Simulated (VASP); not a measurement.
# Zn (Im-3m) in VASP: a series of runs, part 2 of 2

VASP 6.6.1. Earlier steps stand in the parts before.

### Step 4. Single point, PBEsol-based screened hybrid with 25 % exact exchange

Contents of POSCAR:

```
Zn
1.0
   -1.5690370000      1.5690370000      1.5690370000
    1.5690370000     -1.5690370000      1.5690370000
    1.5690370000      1.5690370000     -1.5690370000
Zn
1
Direct
    0.0000000000      0.0000000000      0.0000000000
```

Contents of INCAR.step1:

```
SYSTEM = Zn
PREC = Accurate
ENCUT = 520
EDIFF = 1E-5
ISMEAR = -1
SIGMA = 0.05
LREAL = .FALSE.
LASPH = .TRUE.
NELM = 100
ALGO = Normal
ISIF = 2
LWAVE = .TRUE.
LCHARG = .FALSE.
GGA = PE
NBANDS = 12
```

Contents of INCAR.step2:

```
SYSTEM = Zn
PREC = Accurate
ENCUT = 520
EDIFF = 1E-7
ISMEAR = -1
SIGMA = 0.05
LREAL = .FALSE.
LASPH = .TRUE.
NELM = 100
ALGO = Normal
ISIF = 2
LWAVE = .FALSE.
LCHARG = .FALSE.
GGA = PS
LHFCALC = .TRUE.
AEXX = 0.25
HFSCREEN = 0.207
PRECFOCK = Normal
ISTART = 1
NBANDS = 12
```

Contents of KPOINTS:

```
regular mesh
0
G
  6 6 6
  0 0 0
```

Started as:

```sh
$ cat potpaw_PBE.64/Zn/POTCAR > POTCAR
$ cp INCAR.step1 INCAR
$ mpirun -np 1 vasp_std > vasp.out
$ cp INCAR.step2 INCAR
$ mpirun -np 1 vasp_std > vasp.out
```

It took 8.9 min on 1 thread of AMD EPYC 7R43 (Zen 3), shared host; peak memory 0.19 GiB.

The run converged. Its results:

```yaml
Free_energy: -1.4694 eV
Pressure: -3.1 GPa
Band_gap_on_the_k_mesh: zero (bands 6 and 7 overlap by 5.82 eV)
```

Levels at points of the mesh, in eV from the Fermi level:
```
           k point  band 4  band 5  band 6  band 7  band 8  band 9
(0.00, 0.00, 0.00)  -10.35   -9.86   -9.86   20.03   20.03   20.03
(0.50, 0.00, 0.00)   -9.82   -9.48   -3.39   -1.45   11.95   13.23
(0.50, 0.50, 0.50)   -9.56   -9.56    4.37    4.37    4.37    8.22
```

Caveat: the k points lie up to 0.47 Å⁻¹ apart, too coarse for converged energies and pressures of a metal; the PAW data sets were made with another functional, which shifts forces and pressure a little.

### Step 5. Single point, r2SCAN0

POSCAR is that of step 4.

Contents of INCAR.step1:

```
PREC = Accurate
ENCUT = 520
EDIFF = 1E-5
ISMEAR = -1
SIGMA = 0.05
LREAL = F
LASPH = T
NELM = 100
ALGO = Normal
ISIF = 2
LWAVE = T
LCHARG = F
GGA = PE
NBANDS = 12
```

Contents of INCAR.step2:

```
PREC = Accurate
ENCUT = 520
EDIFF = 1E-6
ISMEAR = -1
SIGMA = 0.05
LREAL = F
LASPH = T
NELM = 100
ALGO = Normal
ISIF = 2
LWAVE = F
LCHARG = F
METAGGA = R2SCAN
LHFCALC = T
AEXX = 0.25
LMIXTAU = T
PRECFOCK = Normal
ISTART = 1
NBANDS = 12
```

Contents of KPOINTS:

```
regular mesh
0
Gamma
  6 6 6
```

Potentials or basis: VASP PAW PBE potentials, release 64 (Zn).

Started as:

```sh
$ cat potpaw_PBE.64/Zn/POTCAR > POTCAR
$ cp INCAR.step1 INCAR
$ mpirun -np 1 vasp_std > vasp.out
$ cp INCAR.step2 INCAR
$ mpirun -np 1 vasp_std > vasp.out
```

OUTCAR:

```text
PREC = Accurate
   ENCUT = 520
   EDIFF = 1E-6
   ISMEAR = -1
   LREAL = F
   LASPH = T
   NELM = 100
   ISIF = 2
   METAGGA = R2SCAN
   LHFCALC = T
   AEXX = 0.25
   PRECFOCK = Normal
   ISTART = 1

 ion  position               nearest neighbor table
   1  0.000  0.000  0.000-

  LATTYP: Found a body centered cubic cell.
 ALAT       =     3.1380740000

[... 416 lines left out ...]
      7       8.3280      0.00000
      8       8.3283      0.00000
      9      12.4737      0.00000
     10      12.4737      0.00000
     11      12.5674      0.00000
     12      38.6544      0.00000

------------------------ aborting loop because EDIFF is reached ----------------------------------------

  FORCE on cell =-STRESS in cart. coord.  units (eV):
  Direction    XX          YY          ZZ          XY          YZ          ZX
  --------------------------------------------------------------------------------------
  -------------------------------------------------------------------------------------
  Total       -0.2369257     -0.2369257     -0.2369257      0.0000000      0.0000000     -0.0000000
  in kB      -24.5676257    -24.5676257    -24.5676257      0.0000000      0.0000000     -0.0000000
  external PRESSURE =     -24.5676257 kB  Pullay stress =       0.0000000 kB

 VOLUME and BASIS-vectors are now :
 -----------------------------------------------------------------------------
  energy-cutoff  :      520.00
  volume of cell :       15.45
      direct lattice vectors                 reciprocal lattice vectors
    -1.569037000  1.569037000  1.569037000     0.000000000  0.318666800  0.318666800
     1.569037000 -1.569037000  1.569037000     0.318666800  0.000000000  0.318666800
     1.569037000  1.569037000 -1.569037000     0.318666800  0.318666800  0.000000000

 POSITION                                       TOTAL-FORCE (eV/Angst)
 -----------------------------------------------------------------------------------
      0.00000      0.00000      0.00000        -0.000000      0.000000      0.000000
 -----------------------------------------------------------------------------------
    total drift:                                0.000000     -0.000000     -0.000000

  FREE ENERGIE OF THE ION-ELECTRON SYSTEM (eV)
  ---------------------------------------------------
  free  energy   TOTEN  =        -7.2107131287 eV

  energy  without entropy=       -7.2075603045  energy(sigma->0) =       -7.20913672
```

Wall time 10 min (1 thread of AMD EPYC 7R43 (Zen 3), shared host); peak memory 0.1 GiB.

Results:

```yaml
Free_energy: -7.2107 eV
Pressure: -2.5 GPa
Band_gap_on_the_k_mesh: zero (bands 6 and 7 overlap by 6.69 eV)
```

Caveat: the k points lie up to 0.47 Å⁻¹ apart, too coarse for converged energies and pressures of a metal; the PAW data sets were made with another functional, which shifts forces and pressure a little.

### Step 6. Single point, r2SCAN+D3(BJ)

POSCAR is that of step 5.

Contents of INCAR.step1:

```
PREC     = Accurate       # precision mode
ENCUT    = 550            # plane-wave cutoff, eV
ISMEAR   = 1              # smearing method
SIGMA    = 0.1            # smearing width, eV
LREAL    = F              # projectors in reciprocal space
LASPH    = T              # aspherical terms in the spheres
NELM     = 120            # most SCF steps
NBANDS   = 12             # bands
GGA      = PE             # functional
ALGO     = Normal         # electronic algorithm
EDIFF    = 1E-5           # SCF threshold, eV
LWAVE    = T              # write WAVECAR
LCHARG   = F              # write CHGCAR
GGA_COMPAT= F
```

Contents of INCAR.step2:

```
PREC     = Accurate       # precision mode
ENCUT    = 550            # plane-wave cutoff, eV
EDIFF    = 1E-6           # SCF threshold, eV
ISMEAR   = 1              # smearing method
SIGMA    = 0.1            # smearing width, eV
LREAL    = F              # projectors in reciprocal space
LASPH    = T              # aspherical terms in the spheres
NELM     = 120            # most SCF steps
ALGO     = Normal         # electronic algorithm
ISIF     = 2              # what is computed and relaxed
LWAVE    = F              # write WAVECAR
LCHARG   = F              # write CHGCAR
METAGGA  = R2SCAN         # meta-GGA
LMIXTAU  = T            
IVDW     = 12             # dispersion correction
VDW_S6   = 1.0          
VDW_S8   = 0.78981345   
VDW_A1   = 0.49484001   
VDW_A2   = 5.73083694   
NBANDS   = 12             # bands
ISTART   = 1            
GGA_COMPAT= F
```

Contents of KPOINTS:

```
Automatic mesh
0
Gamma
  12 12 12
```

Potentials or basis: VASP PAW PBE potentials, release 64 (Zn).

Started as:

```sh
$ cat potpaw_PBE.64/Zn/POTCAR > POTCAR
$ cp INCAR.step1 INCAR
$ mpirun -np 1 vasp_std > vasp.out
$ cp INCAR.step2 INCAR
$ mpirun -np 1 vasp_std > vasp.out
```

OUTCAR:

```text
PREC = Accurate
   ENCUT = 550
   EDIFF = 1E-6
   ISMEAR = 1
   LREAL = F
   LASPH = T
   NELM = 120
   ISIF = 2
   METAGGA = R2SCAN
   IVDW = 12
   ISTART = 1
 IVDW          = 12

 ion  position               nearest neighbor table
   1  0.000  0.000  0.000-

  LATTYP: Found a body centered cubic cell.
 ALAT       =     3.1380740000

  Lattice vectors:

 A1 = (  -1.5690370000,   1.5690370000,   1.5690370000)
 A2 = (   1.5690370000,  -1.5690370000,   1.5690370000)
 A3 = (   1.5690370000,   1.5690370000,  -1.5690370000)

Analysis of symmetry for initial positions (statically):
=====================================================================
 Subroutine PRICEL returns:
 Original cell was already a primitive cell.

 Routine SETGRP: Setting up the symmetry group for a
 body centered cubic supercell.

 Subroutine GETGRP returns: Found 48 space group operations
 (whereof 48 operations were pure point group operations)
 out of a pool of 48 trial point group operations.

The static configuration has the point symmetry O_h .

Analysis of symmetry for dynamics (positions and initial velocities):
=====================================================================
 Subroutine PRICEL returns:
 Original cell was already a primitive cell.

 Routine SETGRP: Setting up the symmetry group for a
 body centered cubic supercell.

 Subroutine GETGRP returns: Found 48 space group operations
 (whereof 48 operations were pure point group operations)
 out of a pool of 48 trial point group operations.

The dynamic configuration has the point symmetry O_h .

 Subroutine INISYM returns: Found 48 space group operations
 (whereof 48 operations are pure point group operations),
 and found     1 'primitive' translations

----------------------------------------------------------------------------------------
[... 116 lines left out ...]
   METAGGA = R2SCAN    functional components
   LHFCALC =     F    Hartree Fock is set to
   AEXX    =    0.0000 exact exchange contribution
   IVDW    =    12    specifies the selected vdW correction
   LEPSILON=     F    determine dielectric tensor
   LRPA    =     F    only Hartree local field effects (RPA)
 non-spin polarized calculation
 Methfessel and Paxton  Order N= 1 SIGMA  =   0.10
  energy-cutoff  :      550.00
  volume of cell :       15.45
 maximum number of plane-waves:       468
 NGX is ok and might be reduce to    24
   NGX = 11   NGY = 11   NGZ = 11

 number of electron      11.9999995 magnetization

 Free energy of the ion-electron system (eV)
  ---------------------------------------------------
  ext. energy  EPLUGINS =         0.00000000
  ---------------------------------------------------
  free energy    TOTEN  =        -8.77730004 eV

  energy without entropy =       -8.77592184  energy(sigma->0) =       -8.77684064

 E-fermi :   2.9636     XC(G=0): -12.5895

 val. band max:        2.9605173961   @ k =  -0.4167  -0.4167   0.0833
 cond. band min:       2.9643073083   @ k =   0.4167   0.0833   0.0000
 fundamental gap:      0.0037899122
 Fermi energy:         2.9635681021

 k-point     1 :       0.0000    0.0000    0.0000
  band No.  band energies     occupation
      1      -7.8653      2.00000
      2      -5.1230      2.00000
      3      -5.1230      2.00000
      4      -5.1230      2.00000
      5      -4.6230      2.00000
      6      -4.6230      2.00000
      7      23.1031      0.00000
      8      23.1031      0.00000
      9      23.1031      0.00000
     10      24.6760      0.00000
     11      24.6760      0.00000
     12      24.6760      0.00000
[... 331 lines left out ...]
 k-point    24 :       0.4167    0.0833    0.0833
  band No.  band energies     occupation
      1      -5.6545      2.00000
      2      -5.4287      2.00000
      3      -4.6309      2.00000
      4      -4.5884      2.00000
      5      -4.5236      2.00000
      6       0.8332      2.00000
      7       2.3260      2.00000
      8      12.0232      0.00000
      9      12.5991      0.00000
     10      23.2780      0.00000
     11      24.1696      0.00000
     12      32.5074      0.00000

 [... further k-points ...]

------------------------ aborting loop because EDIFF is reached ----------------------------------------

 Edisp (eV)   -0.18743

 E8    (eV) :    -0.0616

  FORCE on cell =-STRESS in cart. coord.  units (eV):
  Direction    XX          YY          ZZ          XY          YZ          ZX
  --------------------------------------------------------------------------------------
  -------------------------------------------------------------------------------------
  Total      -0.66056    -0.66056    -0.66056    -0.00000     0.00000    -0.00000
  in kB     -68.49551   -68.49551   -68.49551    -0.00000     0.00000    -0.00000
  external pressure =      -68.50 kB  Pullay stress =        0.00 kB

 VOLUME and BASIS-vectors are now :
 -----------------------------------------------------------------------------
  energy-cutoff  :      550.00
  volume of cell :       15.45
      direct lattice vectors                 reciprocal lattice vectors
    -1.569037000  1.569037000  1.569037000     0.000000000  0.318666800  0.318666800
     1.569037000 -1.569037000  1.569037000     0.318666800  0.000000000  0.318666800
     1.569037000  1.569037000 -1.569037000     0.318666800  0.318666800  0.000000000

 POSITION                                       TOTAL-FORCE (eV/Angst)
 -----------------------------------------------------------------------------------
      0.00000      0.00000      0.00000         0.000000      0.000000      0.000000
 -----------------------------------------------------------------------------------
    total drift:                                0.000000      0.000000     -0.000000

  FREE ENERGIE OF THE ION-ELECTRON SYSTEM (eV)
  ---------------------------------------------------
  free  energy   TOTEN  =        -8.9647284787 eV

  energy  without entropy=       -8.9633502787  energy(sigma->0) =       -8.96426908
```

OUTCAR.step1:

```text
PREC = Accurate
   ENCUT = 550
   ISMEAR = 1
   LREAL = F
   LASPH = T
[... 576 lines left out ...]

 POSITION                                       TOTAL-FORCE (eV/Angst)
 -----------------------------------------------------------------------------------
      0.00000      0.00000      0.00000         0.000000      0.000000      0.000000
 -----------------------------------------------------------------------------------
    total drift:                                0.000000      0.000000      0.000000

  FREE ENERGIE OF THE ION-ELECTRON SYSTEM (eV)
  ---------------------------------------------------
  free  energy   TOTEN  =        -1.0163281732 eV

  energy  without entropy=       -1.0159098448  energy(sigma->0) =       -1.01618873
```

It took 40 s on 1 thread of Intel Xeon 6975P-C (Granite Rapids), shared host; peak memory 0.15 GiB.

What came out:

* Free energy: -8.9647 eV
* Pressure: -6.8 GPa
* Band gap on the k mesh: zero (bands 6 and 7 overlap by 5.39 eV)
* Dispersion energy per atom: -0.187 eV

Levels at points of the mesh, in eV from the Fermi level:
```
           k point  band 4  band 5  band 6  band 7  band 8  band 9
(0.00, 0.00, 0.00)   -8.09   -7.59   -7.59   20.14   20.14   20.14
(0.50, 0.00, 0.00)   -7.55   -7.25   -2.84   -0.94   12.00   13.38
(0.50, 0.50, 0.50)   -7.33   -7.33    4.46    4.46    4.46    8.18
```

Caveat: the cell stands under tension; the PAW data sets were made with another functional, which shifts forces and pressure a little.

### Step 7. Summary

| level | k mesh | cutoff (eV) | smearing | grid for exact exchange (PRECFOCK) | share of exact exchange | screening parameter | gap on the mesh (eV) | pressure (GPa) |
| --- | --- | --- | --- | --- | --- | --- | --- | --- |
| HSE06 | 6 × 6 × 6 | 520 | fermi-dirac 0.05 eV | Normal | 0.25 | 0.2079 1/Å | none | 0.2 |
| PBE-based screened hybrid with 25 % exact exchange | 6 × 6 × 6 | 520 | fermi-dirac 0.05 eV | Normal | 0.25 | 0.3 1/Å | none | 0.5 |
| PBEsol-based screened hybrid with 25 % exact exchange | 6 × 6 × 6 | 520 | fermi-dirac 0.05 eV | Normal | 0.25 | 0.207 1/Å | none | -3.1 |
| r2SCAN0 | 6 × 6 × 6 | 520 | fermi-dirac 0.05 eV | Normal | 0.25 | - | none | -2.5 |
| r2SCAN+D3(BJ) | 12 × 12 × 12 | 550 | methfessel-paxton 0.1 eV | - | - | - | none | -6.8 |

Alike in all rows: task single point; potentials or basis VASP PAW PBE potentials, release 64 (Zn); no spin polarisation; cell as given.

Caveats: some runs use coarse meshes; the PAW data sets were made with another functional, which shifts forces and pressure a little; the cell stands under tension (at least some runs).

Absolute energies hang on the potentials; compare differences alone.
